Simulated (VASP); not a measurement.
# ZnGeF2 (I-42d) in VASP: single point with r2SCAN

Aim: the single point of ZnGeF2 with r2SCAN.

All numbers are computed with VASP 6.6.1; they aren't measurements. Logs are shortened: lines on timing, memory, paths and dates and some standing lists are left out, and cuts for length are marked.

### Step 1. The cell of the first run

Symmetry: I-42d, No. 122, tetragonal system. The conventional cell has a = 5.114 Å, b = 5.114 Å, c = 10.077 Å, α = 90.00°, β = 90.00°, γ = 90.00°. Within 2.9 Å of Ge (site symmetry -4) lie 4 F at 2.16 Å. Within 3.0 Å of Zn (site symmetry -4) lie 4 F at 2.25 Å. F (site symmetry 2) has 2 Ge at 2.16 Å and 2 Zn at 2.25 Å within 2.9 Å.

### Step 2. Single point, r2SCAN

Input file POSCAR:

```
ZnGeF2
1.0
    0.0000000000      5.1135420000      0.0000000000
    5.1135420000      0.0000000000      0.0000000000
    2.5567710000      2.5567710000     -5.0386180000
Ge Zn F
2 2 4
Direct
    0.5000000000      0.5000000000      0.0000000000
    0.2500000000      0.7500000000      0.5000000000
    0.0000000000      0.0000000000      0.0000000000
    0.7500000000      0.2500000000      0.5000000000
    0.3750000000      0.3890000000      0.7500000000
    0.6110000000      0.1250000000      0.2500000000
    0.8750000000      0.8610000000      0.7500000000
    0.1390000000      0.6250000000      0.2500000000
```

Input file INCAR.step1:

```
SYSTEM = ZnGeF2
PREC = Accurate
ENCUT = 520
ISMEAR = 1
SIGMA = 0.1028
LREAL = .False.
LASPH = .True.
NELM = 60
NBANDS = 50
GGA = PE
ALGO = Normal
EDIFF = 1E-4
LWAVE = .True.
LCHARG = .False.
```

Input file INCAR.step2:

```
SYSTEM = ZnGeF2
PREC = Accurate
ENCUT = 520
EDIFF = 1E-6
ISMEAR = 1
SIGMA = 0.1028
LREAL = .False.
LASPH = .True.
NELM = 60
ALGO = Normal
ISIF = 2
LWAVE = .False.
LCHARG = .False.
METAGGA = R2SCAN
LMIXTAU = .True.
NBANDS = 50
ISTART = 1
```

Input file KPOINTS:

```
regular mesh
0
Gamma
  6 6 6
  0 0 0
```

Potentials or basis: VASP PAW PBE potentials, release 64 (Ge_d, Zn, F).

On the command line:

```sh
$ cat potpaw_PBE.64/Ge_d/POTCAR potpaw_PBE.64/Zn/POTCAR potpaw_PBE.64/F/POTCAR > POTCAR
$ cp INCAR.step1 INCAR
$ mpirun -np 1 vasp_std > vasp.out
$ cp INCAR.step2 INCAR
$ mpirun -np 1 vasp_std > vasp.out
```

OUTCAR:

```text
SYSTEM = ZnGeF2
   PREC = Accurate
   ENCUT = 520
   EDIFF = 1E-6
   ISMEAR = 1
   LREAL = .False.
   LASPH = .True.
   NELM = 60
   ISIF = 2
   METAGGA = R2SCAN
   ISTART = 1

 ion  position               nearest neighbor table
   1  0.500  0.500  0.000-   5 2.16   8 2.16   7 2.16   6 2.16
   2  0.250  0.750  0.500-   5 2.16   8 2.16   7 2.16   6 2.16
   3  0.000  0.000  0.000-   5 2.25   6 2.25   7 2.25   8 2.25
   4  0.750  0.250  0.500-   5 2.25   6 2.25   7 2.25   8 2.25
   5  0.375  0.389  0.750-   1 2.16   2 2.16   3 2.25   4 2.25
   6  0.611  0.125  0.250-   1 2.16   2 2.16   3 2.25   4 2.25
   7  0.875  0.861  0.750-   1 2.16   2 2.16   3 2.25   4 2.25
   8  0.139  0.625  0.250-   1 2.16   2 2.16   3 2.25   4 2.25

  LATTYP: Found a body centered tetragonal cell.
 ALAT       =     5.1135420000
 C/A-ratio  =     1.9706958504

  Lattice vectors:

 A1 = (  -2.5567710000,   2.5567710000,   5.0386180000)
 A2 = (   2.5567710000,  -2.5567710000,   5.0386180000)
 A3 = (   2.5567710000,   2.5567710000,  -5.0386180000)

Analysis of symmetry for initial positions (statically):
=====================================================================
 Subroutine PRICEL returns:
 Original cell was already a primitive cell.

 Routine SETGRP: Setting up the symmetry group for a
 body centered tetragonal supercell.

 Subroutine GETGRP returns: Found  8 space group operations
 (whereof  4 operations were pure point group operations)
 out of a pool of 16 trial point group operations.

The static configuration has the point symmetry S_4 .
 The point group associated with its full space group is D_2d.

Analysis of symmetry for dynamics (positions and initial velocities):
=====================================================================
 Subroutine PRICEL returns:
 Original cell was already a primitive cell.

 Routine SETGRP: Setting up the symmetry group for a
 body centered tetragonal supercell.

 Subroutine GETGRP returns: Found  8 space group operations
 (whereof  4 operations were pure point group operations)
 out of a pool of 16 trial point group operations.

The dynamic configuration has the point symmetry S_4 .
 The point group associated with its full space group is D_2d.

 Subroutine INISYM returns: Found  8 space group operations
 (whereof  4 operations are pure point group operations),
 and found     1 'primitive' translations

----------------------------------------------------------------------------------------

                                     Primitive cell

  volume of cell :     131.7514

  direct lattice vectors                    reciprocal lattice vectors
     0.000000000  5.113542000  0.000000000     0.000000000  0.195559164  0.099233560
     5.113542000  0.000000000  0.000000000     0.195559164  0.000000000  0.099233560
     2.556771000  2.556771000 -5.038618000     0.000000000  0.000000000 -0.198467119

  length of vectors
     5.113542000  5.113542000  6.201760012     0.219295887  0.219295887  0.198467119

  position of ions in fractional coordinates (direct lattice)
     0.500000000  0.500000000  0.000000000
     0.250000000  0.750000000  0.500000000
     0.000000000  0.000000000  0.000000000
     0.750000000  0.250000000  0.500000000
     0.375000000  0.389000000  0.750000000
     0.611000000  0.125000000  0.250000000
     0.875000000  0.861000000  0.750000000
     0.139000000  0.625000000  0.250000000

  ion indices of the primitive-cell ions
   primitive index   ion index
                 1           1
                 2           2
                 3           3
                 4           4
                 5           5
                 6           6
                 7           7
                 8           8

----------------------------------------------------------------------------------------

 KPOINTS: regular mesh

Automatic generation of k-mesh.
 Grid dimensions read from file:
 generate k-points for:    6    6    6

 Generating k-lattice:

  Cartesian coordinates                     Fractional coordinates (reciprocal lattice)
     0.000000000  0.032593194  0.016538927     0.166666667  0.000000000  0.000000000
     0.032593194  0.000000000  0.016538927     0.000000000  0.166666667  0.000000000
     0.000000000  0.000000000 -0.033077853     0.000000000  0.000000000  0.166666667

  Length of vectors
     0.036549315  0.036549315  0.033077853

  Shift w.r.t. Gamma in fractional coordinates (k-lattice)
     0.000000000  0.000000000  0.000000000

 Subroutine IBZKPT returns following result:
 ===========================================

 Found     30 irreducible k-points:

 Following reciprocal coordinates:
            Coordinates               Weight
  0.000000  0.000000  0.000000      1.000000
  0.166667  0.000000  0.000000      8.000000
  0.333333  0.000000  0.000000      8.000000
  0.500000  0.000000  0.000000      4.000000
  0.166667  0.166667  0.000000      8.000000
  0.333333  0.166667  0.000000     16.000000
[... 16 lines left out ...]
 -0.333333 -0.333333  0.166667      4.000000
 -0.166667 -0.333333  0.166667     16.000000
 [... further k-points ...]
   k-points           NKPTS =     30   k-points in BZ     NKDIM =     30   number of bands    NBANDS=     50
   number of dos      NEDOS =    301   number of ions     NIONS =      8
   total plane-waves  NPLWV =  76800
   dimension x,y,z NGX =    40 NGY =   40 NGZ =   48
   dimension x,y,z NGXF=    80 NGYF=   80 NGZF=   96
   ions per type =               2   2   4
   NGX,Y,Z   is equivalent  to a cutoff of  13.00, 13.00, 12.87 a.u.
   NGXF,Y,Z  is equivalent  to a cutoff of  26.01, 26.01, 25.73 a.u.
 SYSTEM =  ZnGeF2
   PREC   = accura    normal or accurate (medium, high low for compatibility)
   ISTART =      1    job   : 0-new  1-cont  2-samecut
   ICHARG =      0    charge: 1-file 2-atom 10-const
   ISPIN  =      1    spin polarized calculation?
   LNONCOLLINEAR =      F non collinear calculations
   LSORBIT =      F    spin-orbit coupling
   LASPH  =      T    aspherical Exc in radial PAW
   ENCUT  =  520.0 eV  38.22 Ry    6.18 a.u.   9.51  9.51 11.53*2*pi/ulx,y,z
   NELM   =     60;   NELMIN=  2; NELMDL=  0     # of ELM steps
   EDIFF  = 0.1E-05   stopping-criterion for ELM
   LREAL  =      F    real-space projection
   EDIFFG = 0.1E-04   stopping-criterion for IOM
   NSW    =      0    number of steps for IOM
   IBRION =     -1    ionic relax: 0-MD 1-quasi-New 2-CG
   NFREE  =      0    steps in history (QN), initial steepest desc. (CG)
   ISIF   =      2    stress and relaxation
   ISYM   =      2    0-nonsym 1-usesym 2-fastsym
   POTIM  = 0.5000    time-step for ionic-motion
   TEBEG  =    0.0;   TEEND  =   0.0 temperature during run
   PSTRESS=    0.0 pullay stress
   NELECT =      80.0000    total number of electrons
   NUPDOWN=      -1.0000    fix difference up-down
   EMIN   =  10.00;   EMAX   =-10.00  energy-range for DOS
   EFERMI =   0.00;   METHOD = LEGACY
   ISMEAR =     1;   SIGMA  =   0.10  broadening in eV -4-tet -1-fermi 0-gaus
   EFERMI_NEDOS =   21; number of points for ismear=-14 and -15
   IALGO  =     38    algorithm
   IMIX   =      4    mixing-type and parameters
     AMIX     =   0.40;   BMIX     =  1.00
     AMIX_MAG =   1.60;   BMIX_MAG =  1.00
  volume/ion in A,a.u.               =      16.47       111.14
  Fermi-wavevector in a.u.,A,eV,Ry     =   1.386287  2.619702 26.147560  1.921791
  Thomas-Fermi vector in A             =   2.510617
   LORBIT       =      0    0 simple, 1 ext, 2 COOP (PROOUT), +10 PAW based schemes
   METAGGA = R2SCAN    functional components
   LHFCALC =     F    Hartree Fock is set to
   AEXX    =    0.0000 exact exchange contribution
   IVDW    =     0    specifies the selected vdW correction
   LEPSILON=     F    determine dielectric tensor
   LRPA    =     F    only Hartree local field effects (RPA)
 non-spin polarized calculation
 Methfessel and Paxton  Order N= 1 SIGMA  =   0.10
  energy-cutoff  :      520.00
  volume of cell :      131.75
 maximum number of plane-waves:      3579
 NGX is ok and might be reduce to    40
   NGX = 19   NGY = 19   NGZ = 23

 number of electron      79.9999978 magnetization

 Free energy of the ion-electron system (eV)
  ---------------------------------------------------
  ext. energy  EPLUGINS =         0.00000000
  ---------------------------------------------------
  free energy    TOTEN  =       -64.14260335 eV

  energy without entropy =      -64.14190996  energy(sigma->0) =      -64.14237222

 E-fermi :   3.6161     XC(G=0): -10.2922

 val. band max:        3.5751659979   @ k =  -0.1667   0.0000   0.1667
 cond. band min:       3.6557297885   @ k =  -0.3333   0.1667   0.0000
 fundamental gap:      0.0805637906
 Fermi energy:         3.6160719194

 k-point     1 :       0.0000    0.0000    0.0000
  band No.  band energies     occupation
      1     -24.1412      2.00000
      2     -24.1412      2.00000
      3     -24.1329      2.00000
      4     -24.0137      2.00000
      5     -23.5176      2.00000
      6     -23.5139      2.00000
[... 42 lines left out ...]
     49       9.3642      0.00000
     50       9.4235      0.00000

 k-point     2 :       0.1667    0.0000    0.0000
  band No.  band energies     occupation
      1     -24.1464      2.00000
      2     -24.1397      2.00000
      3     -24.1307      2.00000
      4     -24.0156      2.00000
      5     -23.5171      2.00000
      6     -23.5129      2.00000
[... 42 lines left out ...]
     49       8.8851      0.00000
     50       9.5189      0.00000

 k-point     3 :       0.3333    0.0000    0.0000
  band No.  band energies     occupation
      1     -24.1553      2.00000
      2     -24.1417      2.00000
      3     -24.1194      2.00000
      4     -24.0222      2.00000
      5     -23.5176      2.00000
      6     -23.5118      2.00000
[... 1102 lines left out ...]
     49       9.5084      0.00000
     50       9.5084      0.00000

 k-point    24 :      -0.1667   -0.3333    0.1667
  band No.  band energies     occupation
      1     -24.1575      2.00000
      2     -24.1459      2.00000
      3     -24.0934      2.00000
      4     -24.0505      2.00000
      5     -23.5146      2.00000
      6     -23.5115      2.00000
[... 42 lines left out ...]
     49       9.0708      0.00000
     50       9.6369      0.00000

 [... further k-points ...]

------------------------ aborting loop because EDIFF is reached ----------------------------------------

  FORCE on cell =-STRESS in cart. coord.  units (eV):
  Direction    XX          YY          ZZ          XY          YZ          ZX
  --------------------------------------------------------------------------------------
  -------------------------------------------------------------------------------------
  Total        6.5553324      6.5553324      6.8608760      0.0000000     -0.0000000      0.0000000
  in kB       79.7168653     79.7168653     83.4324623      0.0000000     -0.0000000      0.0000000
  external PRESSURE =      80.9553976 kB  Pullay stress =       0.0000000 kB

 VOLUME and BASIS-vectors are now :
 -----------------------------------------------------------------------------
  energy-cutoff  :      520.00
  volume of cell :      131.75
      direct lattice vectors                 reciprocal lattice vectors
     0.000000000  5.113542000  0.000000000     0.000000000  0.195559164  0.099233560
     5.113542000  0.000000000  0.000000000     0.195559164  0.000000000  0.099233560
     2.556771000  2.556771000 -5.038618000     0.000000000  0.000000000 -0.198467119

 POSITION                                       TOTAL-FORCE (eV/Angst)
 -----------------------------------------------------------------------------------
      2.55677      2.55677      0.00000         0.000000     -0.000000      0.000000
      5.11354      2.55677     -2.51931         0.000000     -0.000000      0.000000
      0.00000      0.00000      0.00000         0.000000     -0.000000      0.000000
      2.55677      5.11354     -2.51931         0.000000     -0.000000      0.000000
      3.90675      3.83516     -3.77896        -0.491380     -0.000000      0.000000
      1.27839      3.76357     -1.25965         0.000000      0.491380      0.000000
      6.32034      6.39193     -3.77896         0.491380     -0.000000      0.000000
      3.83516      1.34998     -1.25965         0.000000     -0.491380      0.000000
 -----------------------------------------------------------------------------------
    total drift:                               -0.000319     -0.000319     -0.000087

  FREE ENERGIE OF THE ION-ELECTRON SYSTEM (eV)
  ---------------------------------------------------
  free  energy   TOTEN  =       -64.1426033542 eV

  energy  without entropy=      -64.1419099600  energy(sigma->0) =      -64.14237222
```

Wall time 34 min (1 thread of Intel Xeon 8259CL, shared host); peak memory 0.39 GiB.

What came out:

- Free energy: -64.1426 eV
- Pressure: 8.1 GPa
- Largest force: 0.491 eV/Å
- Band gap on the k mesh: zero (bands 40 and 41 overlap by 0.90 eV)

Forces in eV/Å, atoms in the order of the input:
```
Ge   0.000  0.000  0.000
Ge   0.000  0.000  0.000
Zn   0.000  0.000  0.000
Zn   0.000  0.000  0.000
F   -0.491  0.000  0.000
F    0.000  0.491  0.000
F    0.491  0.000  0.000
F    0.000 -0.491  0.000
```

Levels at points of the mesh, in eV from the Fermi level:
```tsv
k point	band 36	band 37	band 38	band 39	band 40	band 41	band 42	band 43	band 44	band 45
(0.00, 0.00, 0.00)	-6.75	-6.61	-3.19	-0.75	-0.65	0.68	0.68	1.42	1.98	1.98
(0.50, 0.00, 0.00)	-6.71	-4.91	-3.97	-1.98	-0.31	0.74	1.19	2.04	2.11	2.36
(0.50, 0.50, 0.00)	-6.77	-4.53	-4.53	-1.13	-1.13	0.25	0.25	1.72	1.72	2.57
(0.00, 0.00, 0.50)	-6.89	-4.65	-4.65	-0.77	-0.77	-0.74	-0.74	2.56	2.56	3.53
```

Caveat: the cell stands under pressure; the PAW data sets were made with another functional, which shifts forces and pressure a little.

The gap in the log of VASP goes by the Fermi energy; the results here count the filled bands.